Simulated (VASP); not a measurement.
# Ti (P6_3/mmc) in VASP: a series of runs

Runs on Ti. Level: r2SCAN. Tasks: single point.

All numbers are computed with VASP 6.6.1; they aren't measurements. Logs are shortened: lines on timing, memory, paths and dates and some standing lists are left out, and cuts for length are marked.

## Step 1: The cell of the first run

The structure is hexagonal, space group P6_3/mmc (No. 194). The conventional cell has a = 2.875 Å, b = 2.875 Å, c = 4.543 Å, α = 90.00°, β = 90.00°, γ = 120.00°. Within 3.7 Å of Ti (site symmetry -6m2) lie 12 Ti at 2.81 to 2.88 Å.

## Step 2: Single point, r2SCAN (16.26 Å³/atom)

POSCAR reads:

```
Ti
1.0
    2.8752676940      0.0000000000      0.0000000000
   -1.4376338470      2.4900548657      0.0000000000
    0.0000000000      0.0000000000      4.5433681044
Ti
2
Direct
    0.3333333333      0.6666666667      0.2500000000
    0.6666666667      0.3333333333      0.7500000000
```

INCAR.step1 reads:

```
PREC = Accurate ; ENCUT = 520
ISMEAR = 0 ; SIGMA = 0.1
LREAL = False ; LASPH = True
NELM = 100 ; NBANDS = 19
GGA = PE ; ALGO = Normal
EDIFF = 1E-4 ; LWAVE = True
LCHARG = False
```

INCAR.step2 reads:

```
PREC = Accurate ; ENCUT = 520
EDIFF = 1E-7 ; ISMEAR = 0
SIGMA = 0.1 ; LREAL = False
LASPH = True ; NELM = 100
ALGO = Normal ; ISIF = 2
LWAVE = False ; LCHARG = True
METAGGA = R2SCAN ; LMIXTAU = True
LELF = True ; LVHAR = True
NBANDS = 19 ; ISTART = 1
```

KPOINTS reads:

```
regular mesh
0
Gamma
  18 18 10
```

Potentials or basis: VASP PAW PBE potentials, release 64 (Ti_sv).

On the command line:

```sh
$ cat potpaw_PBE.64/Ti_sv/POTCAR > POTCAR
$ cp INCAR.step1 INCAR
$ mpirun -np 1 vasp_std > vasp.out
$ cp INCAR.step2 INCAR
$ mpirun -np 1 vasp_std > vasp.out
```

OUTCAR:

```text
PREC = Accurate
   ENCUT = 520
   EDIFF = 1E-7
   ISMEAR = 0
   LREAL = False
   LASPH = True
   NELM = 100
   ISIF = 2
   METAGGA = R2SCAN
   ISTART = 1

 ion  position               nearest neighbor table
   1  0.333  0.667  0.250-   2 2.81   2 2.81   2 2.81   2 2.81   2 2.81   2 2.81
   2  0.667  0.333  0.750-   1 2.81   1 2.81   1 2.81   1 2.81   1 2.81   1 2.81

  LATTYP: Found a hexagonal cell.
 ALAT       =     2.8752676940
 C/A-ratio  =     1.5801548196

  Lattice vectors:

 A1 = (   2.8752676940,   0.0000000000,   0.0000000000)
 A2 = (  -1.4376338470,   2.4900548657,   0.0000000000)
 A3 = (   0.0000000000,   0.0000000000,   4.5433681044)

Analysis of symmetry for initial positions (statically):
=====================================================================
 Subroutine PRICEL returns:
 Original cell was already a primitive cell.

 Routine SETGRP: Setting up the symmetry group for a
 hexagonal supercell.

 Subroutine GETGRP returns: Found 24 space group operations
 (whereof 12 operations were pure point group operations)
 out of a pool of 24 trial point group operations.

The static configuration has the point symmetry D_3d.
 The point group associated with its full space group is D_6h.

Analysis of symmetry for dynamics (positions and initial velocities):
=====================================================================
 Subroutine PRICEL returns:
 Original cell was already a primitive cell.

 Routine SETGRP: Setting up the symmetry group for a
 hexagonal supercell.

 Subroutine GETGRP returns: Found 24 space group operations
 (whereof 12 operations were pure point group operations)
 out of a pool of 24 trial point group operations.

The dynamic configuration has the point symmetry D_3d.
 The point group associated with its full space group is D_6h.

 Subroutine INISYM returns: Found 24 space group operations
 (whereof 12 operations are pure point group operations),
 and found     1 'primitive' translations

----------------------------------------------------------------------------------------

                                     Primitive cell

  volume of cell :      32.5286

  direct lattice vectors                    reciprocal lattice vectors
     2.875267694  0.000000000  0.000000000     0.347793704  0.200798788  0.000000000
    -1.437633847  2.490054866  0.000000000     0.000000000  0.401597577  0.000000000
     0.000000000  0.000000000  4.543368104     0.000000000  0.000000000  0.220101030

  length of vectors
     2.875267694  2.875267694  4.543368104     0.401597577  0.401597577  0.220101030

  position of ions in fractional coordinates (direct lattice)
     0.333333333  0.666666667  0.250000000
     0.666666667  0.333333333  0.750000000

  ion indices of the primitive-cell ions
   primitive index   ion index
                 1           1
                 2           2

----------------------------------------------------------------------------------------

 KPOINTS: regular mesh

Automatic generation of k-mesh.
 Grid dimensions read from file:
 generate k-points for:   18   18   10

 Generating k-lattice:

  Cartesian coordinates                     Fractional coordinates (reciprocal lattice)
     0.019321872  0.011155488  0.000000000     0.055555556 -0.000000000  0.000000000
     0.000000000  0.022310976  0.000000000     0.000000000  0.055555556  0.000000000
     0.000000000  0.000000000  0.022010103     0.000000000  0.000000000  0.100000000

  Length of vectors
     0.022310976  0.022310976  0.022010103

  Shift w.r.t. Gamma in fractional coordinates (k-lattice)
     0.000000000  0.000000000  0.000000000

 Subroutine IBZKPT returns following result:
 ===========================================

 Found    222 irreducible k-points:

 Following reciprocal coordinates:
            Coordinates               Weight
  0.000000  0.000000  0.000000      1.000000
  0.055556  0.000000  0.000000      6.000000
  0.111111  0.000000  0.000000      6.000000
  0.166667 -0.000000  0.000000      6.000000
  0.222222 -0.000000  0.000000      6.000000
  0.277778 -0.000000  0.000000      6.000000
[... 16 lines left out ...]
  0.333333  0.111111  0.000000     12.000000
  0.388889  0.111111  0.000000     12.000000
 [... further k-points ...]
   k-points           NKPTS =    222   k-points in BZ     NKDIM =    222   number of bands    NBANDS=     19
   number of dos      NEDOS =    301   number of ions     NIONS =      2
   total plane-waves  NPLWV =  20736
   dimension x,y,z NGX =    24 NGY =   24 NGZ =   36
   dimension x,y,z NGXF=    48 NGYF=   48 NGZF=   72
   ions per type =               2
   NGX,Y,Z   is equivalent  to a cutoff of  13.88, 13.88, 13.17 a.u.
   NGXF,Y,Z  is equivalent  to a cutoff of  27.75, 27.75, 26.35 a.u.
 SYSTEM =  unknown system
   PREC   = accura    normal or accurate (medium, high low for compatibility)
   ISTART =      1    job   : 0-new  1-cont  2-samecut
   ICHARG =      0    charge: 1-file 2-atom 10-const
   ISPIN  =      1    spin polarized calculation?
   LNONCOLLINEAR =      F non collinear calculations
   LSORBIT =      F    spin-orbit coupling
   LASPH  =      T    aspherical Exc in radial PAW
   ENCUT  =  520.0 eV  38.22 Ry    6.18 a.u.   5.35  5.35  8.45*2*pi/ulx,y,z
   NELM   =    100;   NELMIN=  2; NELMDL=  0     # of ELM steps
   EDIFF  = 0.1E-06   stopping-criterion for ELM
   LREAL  =      F    real-space projection
   EDIFFG = 0.1E-05   stopping-criterion for IOM
   NSW    =      0    number of steps for IOM
   IBRION =     -1    ionic relax: 0-MD 1-quasi-New 2-CG
   NFREE  =      0    steps in history (QN), initial steepest desc. (CG)
   ISIF   =      2    stress and relaxation
   ISYM   =      2    0-nonsym 1-usesym 2-fastsym
   POTIM  = 0.5000    time-step for ionic-motion
   TEBEG  =    0.0;   TEEND  =   0.0 temperature during run
   PSTRESS=    0.0 pullay stress
   NELECT =      24.0000    total number of electrons
   NUPDOWN=      -1.0000    fix difference up-down
   EMIN   =  10.00;   EMAX   =-10.00  energy-range for DOS
   EFERMI =   0.00;   METHOD = LEGACY
   ISMEAR =     0;   SIGMA  =   0.10  broadening in eV -4-tet -1-fermi 0-gaus
   EFERMI_NEDOS =   21; number of points for ismear=-14 and -15
   IALGO  =     38    algorithm
   IMIX   =      4    mixing-type and parameters
     AMIX     =   0.40;   BMIX     =  1.00
     AMIX_MAG =   1.60;   BMIX_MAG =  1.00
  volume/ion in A,a.u.               =      16.26       109.76
  Fermi-wavevector in a.u.,A,eV,Ry     =   1.479302  2.795476 29.774101  2.188335
  Thomas-Fermi vector in A             =   2.593477
   LORBIT       =      0    0 simple, 1 ext, 2 COOP (PROOUT), +10 PAW based schemes
   METAGGA = R2SCAN    functional components
   LHFCALC =     F    Hartree Fock is set to
   AEXX    =    0.0000 exact exchange contribution
   IVDW    =     0    specifies the selected vdW correction
   LEPSILON=     F    determine dielectric tensor
   LRPA    =     F    only Hartree local field effects (RPA)
 non-spin polarized calculation
 Gauss-broadening in eV      SIGMA  =   0.10
  energy-cutoff  :      520.00
  volume of cell :       32.53
 maximum number of plane-waves:       911
 NGX is ok and might be reduce to    24
   NGX = 11   NGY = 11   NGZ = 17

 number of electron      24.0000002 magnetization

 Free energy of the ion-electron system (eV)
  ---------------------------------------------------
  ext. energy  EPLUGINS =         0.00000000
  ---------------------------------------------------
  free energy    TOTEN  =       -25.84892297 eV

  energy without entropy =      -25.84147364  energy(sigma->0) =      -25.84519831

 E-fermi :   9.1312     XC(G=0): -12.7370

 val. band max:        9.1264589834   @ k =   0.0000   0.0000   0.3000
 cond. band min:       9.1467502990   @ k =   0.1111   0.0000   0.1000
 fundamental gap:      0.0202913156
 Fermi energy:         9.1312054142

 k-point     1 :       0.0000    0.0000    0.0000
  band No.  band energies     occupation
      1     -49.9989      2.00000
      2     -49.8108      2.00000
      3     -25.6497      2.00000
      4     -24.8322      2.00000
      5     -24.8321      2.00000
      6     -24.7374      2.00000
[... 11 lines left out ...]
     18      11.0607      0.00000
     19      12.7698      0.00000

 k-point     2 :       0.0556    0.0000    0.0000
  band No.  band energies     occupation
      1     -49.9948      2.00000
      2     -49.8091      2.00000
      3     -25.6409      2.00000
      4     -24.8502      2.00000
      5     -24.8382      2.00000
      6     -24.7411      2.00000
[... 11 lines left out ...]
     18      11.0025      0.00000
     19      12.8022      0.00000

 k-point     3 :       0.1111    0.0000    0.0000
  band No.  band energies     occupation
      1     -49.9827      2.00000
      2     -49.8045      2.00000
      3     -25.6150      2.00000
      4     -24.9025      2.00000
      5     -24.8554      2.00000
      6     -24.7788      2.00000
[... 11 lines left out ...]
     18      10.8517      0.00000
     19      12.8830      0.00000

 k-point     4 :       0.1667   -0.0000    0.0000
  band No.  band energies     occupation
      1     -49.9637      2.00000
      2     -49.7977      2.00000
      3     -25.5736      2.00000
      4     -24.9832      2.00000
      5     -24.8809      2.00000
      6     -24.8594      2.00000
[... 11 lines left out ...]
     18      11.1388      0.00000
     19      12.9811      0.00000

 k-point     5 :       0.2222   -0.0000    0.0000
  band No.  band energies     occupation
      1     -49.9397      2.00000
      2     -49.7900      2.00000
      3     -25.5194      2.00000
      4     -25.0829      2.00000
      5     -24.9556      2.00000
      6     -24.9112      2.00000
[... 11 lines left out ...]
     18      11.5104      0.00000
     19      13.0733      0.00000
[... 334 lines left out ...]
      2     -49.7811      2.00000
      3     -25.4356      2.00000
      4     -25.1852      2.00000
      5     -25.1065      2.00000
      6     -24.9390      2.00000
[... 11 lines left out ...]
     18      12.3110      0.00000
     19      13.0892      0.00000

 k-point    22 :       0.2778    0.1111    0.0000
  band No.  band energies     occupation
      1     -49.8788      2.00000
      2     -49.7769      2.00000
      3     -25.3697      2.00000
      4     -25.2792      2.00000
      5     -25.1686      2.00000
      6     -24.9845      2.00000
[... 11 lines left out ...]
     18      12.8357      0.00000
     19      13.1262      0.00000

 k-point    23 :       0.3333    0.1111    0.0000
  band No.  band energies     occupation
      1     -49.8556      2.00000
      2     -49.7756      2.00000
      3     -25.3559      2.00000
      4     -25.3057      2.00000
      5     -25.2185      2.00000
      6     -25.0214      2.00000
[... 11 lines left out ...]
     18      13.1509      0.00000
     19      13.3743      0.00000

 k-point    24 :       0.3889    0.1111    0.0000
  band No.  band energies     occupation
      1     -49.8384      2.00000
      2     -49.7768      2.00000
      3     -25.4057      2.00000
      4     -25.2540      2.00000
      5     -25.2510      2.00000
      6     -25.0452      2.00000
[... 11 lines left out ...]
     18      13.1646      0.00000
     19      13.9061      0.00000

 [... further k-points ...]
[... 5 lines left out ...]
  --------------------------------------------------------------------------------------
  -------------------------------------------------------------------------------------
  Total        1.7330159      1.7330159      1.7064856      0.0000000     -0.0000000     -0.0000000
  in kB       85.3587403     85.3587403     84.0520078      0.0000000     -0.0000000     -0.0000000
  external PRESSURE =      84.9231628 kB  Pullay stress =       0.0000000 kB

 VOLUME and BASIS-vectors are now :
 -----------------------------------------------------------------------------
  energy-cutoff  :      520.00
  volume of cell :       32.53
      direct lattice vectors                 reciprocal lattice vectors
     2.875267694  0.000000000  0.000000000     0.347793704  0.200798788  0.000000000
    -1.437633847  2.490054866  0.000000000     0.000000000  0.401597577  0.000000000
     0.000000000  0.000000000  4.543368104     0.000000000  0.000000000  0.220101030

 POSITION                                       TOTAL-FORCE (eV/Angst)
 -----------------------------------------------------------------------------------
     -0.00000      1.66004      1.13584         0.000000     -0.000000      0.000000
      1.43763      0.83002      3.40753        -0.000000      0.000000      0.000000
 -----------------------------------------------------------------------------------
    total drift:                               -0.000000      0.000000     -0.000000

  FREE ENERGIE OF THE ION-ELECTRON SYSTEM (eV)
  ---------------------------------------------------
  free  energy   TOTEN  =       -25.8489229679 eV

  energy  without entropy=      -25.8414736436  energy(sigma->0) =      -25.84519831
```

Run time: 8.3 min. Hardware: 1 thread of Intel Xeon 8259CL, shared host; peak memory 0.25 GiB.

Results:

```yaml
Free_energy: -25.8489 eV
Pressure: 8.5 GPa
Band_gap_on_the_k_mesh: zero (bands 12 and 13 overlap by 1.28 eV)
```

Stress tensor (GPa, compression positive):
```
8.54 0.00 0.00
0.00 8.54 0.00
0.00 0.00 8.41
```

Levels at points of the mesh, in eV from the Fermi level:
```
           k point  band 10  band 11  band 12  band 13  band 14  band 15
(0.00, 0.00, 0.00)    -3.05     0.78     0.89     0.89     1.03     1.48
(0.50, 0.00, 0.00)    -2.51    -2.14    -0.78     0.60     0.76     1.37
(0.00, 0.00, 0.50)    -4.73     0.06     0.06     0.79     0.79     0.79
(0.50, 0.00, 0.50)    -2.88    -0.96    -0.96     1.43     1.43     2.02
```

Caveat: the cell stands under pressure; the PAW data sets were made with another functional, which shifts forces and pressure a little.

## Step 3: Single point, r2SCAN (16.78 Å³/atom)

This run uses another cell than the first one, of 16.78 Å³/atom.

POSCAR reads:

```
Ti
1.0
    2.9055358941      0.0000000000      0.0000000000
   -1.4527679470      2.5162678959      0.0000000000
    0.0000000000      0.0000000000      4.5911965466
Ti
2
Direct
    0.3333333333      0.6666666667      0.2500000000
    0.6666666667      0.3333333333      0.7500000000
```

INCAR.step1 reads:

```
PREC = Accurate
ENCUT = 520
ISMEAR = 0
SIGMA = 0.1
LREAL = F
LASPH = T
NELM = 80
NBANDS = 19
GGA = PE
ALGO = Normal
EDIFF = 1E-4
LWAVE = T
LCHARG = F
```

INCAR.step2 reads:

```
PREC = Accurate
ENCUT = 520
EDIFF = 1E-6
ISMEAR = 0
SIGMA = 0.1
LREAL = F
LASPH = T
NELM = 80
ALGO = Normal
ISIF = 2
LWAVE = F
LCHARG = F
METAGGA = R2SCAN
LMIXTAU = T
NBANDS = 19
ISTART = 1
```

KPOINTS is that of step 2.

Potentials or basis: VASP PAW PBE potentials, release 64 (Ti_sv).

On the command line:

```sh
$ cat potpaw_PBE.64/Ti_sv/POTCAR > POTCAR
$ cp INCAR.step1 INCAR
$ mpirun -np 1 vasp_std > vasp.out
$ cp INCAR.step2 INCAR
$ mpirun -np 1 vasp_std > vasp.out
```

OUTCAR:

```text
PREC = Accurate
   ENCUT = 520
   EDIFF = 1E-6
   ISMEAR = 0
   LREAL = F
   LASPH = T
   NELM = 80
   ISIF = 2
   METAGGA = R2SCAN
   ISTART = 1

 ion  position               nearest neighbor table
   1  0.333  0.667  0.250-   2 2.84   2 2.84   2 2.84   2 2.84   2 2.84   2 2.84
   2  0.667  0.333  0.750-   1 2.84   1 2.84   1 2.84   1 2.84   1 2.84   1 2.84

  LATTYP: Found a hexagonal cell.
 ALAT       =     2.9055358941
 C/A-ratio  =     1.5801548196

  Lattice vectors:

 A1 = (   2.9055358941,   0.0000000000,   0.0000000000)
 A2 = (  -1.4527679470,   2.5162678959,   0.0000000000)
 A3 = (   0.0000000000,   0.0000000000,   4.5911965466)

Analysis of symmetry for initial positions (statically):
=====================================================================
 Subroutine PRICEL returns:
 Original cell was already a primitive cell.

 Routine SETGRP: Setting up the symmetry group for a
 hexagonal supercell.

 Subroutine GETGRP returns: Found 24 space group operations
 (whereof 12 operations were pure point group operations)
 out of a pool of 24 trial point group operations.
[... 155 lines left out ...]

 number of electron      23.9999998 magnetization

 Free energy of the ion-electron system (eV)
  ---------------------------------------------------
  ext. energy  EPLUGINS =         0.00000000
  ---------------------------------------------------
  free energy    TOTEN  =       -25.89037636 eV

  energy without entropy =      -25.88247288  energy(sigma->0) =      -25.88642462

 E-fermi :   8.7809     XC(G=0): -12.5728

 val. band max:        8.7798117466   @ k =   0.3333   0.2222   0.3000
 cond. band min:       8.7826680484   @ k =   0.3333   0.1667   0.4000
 fundamental gap:      0.0028563018
 Fermi energy:         8.7808803581

 k-point     1 :       0.0000    0.0000    0.0000
  band No.  band energies     occupation
      1     -50.4049      2.00000
      2     -50.2388      2.00000
      3     -26.0126      2.00000
      4     -25.2690      2.00000
      5     -25.2690      2.00000
      6     -25.1867      2.00000
[... 505 lines left out ...]
      6     -25.4615      2.00000
[... 11 lines left out ...]
     18      12.6646      0.00000
     19      13.3657      0.00000

 [... further k-points ...]
[... 5 lines left out ...]
  --------------------------------------------------------------------------------------
  -------------------------------------------------------------------------------------
  Total        0.8778203      0.8778203      0.8518087      0.0000000      0.0000000      0.0000000
  in kB       41.8993396     41.8993396     40.6577803      0.0000000      0.0000000      0.0000000
  external PRESSURE =      41.4854865 kB  Pullay stress =       0.0000000 kB

 VOLUME and BASIS-vectors are now :
 -----------------------------------------------------------------------------
  energy-cutoff  :      520.00
  volume of cell :       33.57
      direct lattice vectors                 reciprocal lattice vectors
     2.905535894  0.000000000  0.000000000     0.344170589  0.198706982  0.000000000
    -1.452767947  2.516267896  0.000000000     0.000000000  0.397413964  0.000000000
     0.000000000  0.000000000  4.591196547     0.000000000  0.000000000  0.217808144

 POSITION                                       TOTAL-FORCE (eV/Angst)
 -----------------------------------------------------------------------------------
     -0.00000      1.67751      1.14780        -0.000000      0.000000      0.000000
      1.45277      0.83876      3.44340         0.000000     -0.000000      0.000000
 -----------------------------------------------------------------------------------
    total drift:                                0.000000     -0.000000      0.000000

  FREE ENERGIE OF THE ION-ELECTRON SYSTEM (eV)
  ---------------------------------------------------
  free  energy   TOTEN  =       -25.8903763632 eV

  energy  without entropy=      -25.8824728756  energy(sigma->0) =      -25.88642462
```

OUTCAR.step1:

```text
PREC = Accurate
   ENCUT = 520
   ISMEAR = 0
   LREAL = F
   LASPH = T
[... 752 lines left out ...]
 -----------------------------------------------------------------------------------
     -0.00000      1.67751      1.14780         0.000000     -0.000000      0.000000
      1.45277      0.83876      3.44340        -0.000000      0.000000      0.000000
 -----------------------------------------------------------------------------------
    total drift:                                0.000000     -0.000000      0.000000

  FREE ENERGIE OF THE ION-ELECTRON SYSTEM (eV)
  ---------------------------------------------------
  free  energy   TOTEN  =       -15.6634208983 eV

  energy  without entropy=      -15.6543437066  energy(sigma->0) =      -15.65888230
```

Run time: 4.6 min. Hardware: 1 thread of Intel Xeon 8259CL, shared host; peak memory 0.25 GiB.

Results:

```yaml
Free_energy: -25.8904 eV
Pressure: 4.1 GPa
Band_gap_on_the_k_mesh: zero (bands 12 and 13 overlap by 1.26 eV)
```

Caveat: the cell stands under pressure; the PAW data sets were made with another functional, which shifts forces and pressure a little.

(Continued in part 2 of 2.)

The gap in the log of VASP goes by the Fermi energy; the results here count the filled bands.